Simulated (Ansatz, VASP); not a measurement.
# Nb in VASP and in Ansatz

```
Nb
1.0
    -1.65882    1.65882    1.65882
     1.65882   -1.65882    1.65882
     1.65882    1.65882   -1.65882
Nb
1
Cartesian
  0.0000 0.0000 0.0000
```

Alike in both runs: task single point; functional PBE; k mesh 2 × 2 × 2; occupations gaussian, width 0.1 eV; no spin polarisation.

```csv
,VASP,Ansatz
version,VASP 6.6.1,Ansatz 0.2.0
potentials or method,"VASP PAW PBE potentials, release 64 (Nb_sv), cutoff 500 eV","scalar-relativistic, plane waves, PAW"
valence electrons in the cell,13,13
```

Ansatz gave:

| Property | Result |
| --- | --- |
| gap on the k mesh at the Fermi level (eV) | none |
| pressure (GPa) | -21.8 |

Which values does VASP return?

gap on the k mesh at the Fermi level (eV): none; pressure (GPa): -22.1.

A gap of «none» marks a metal or a gap that the smearing closes.

The k mesh is coarse, so the values compare programs but aren't converged.
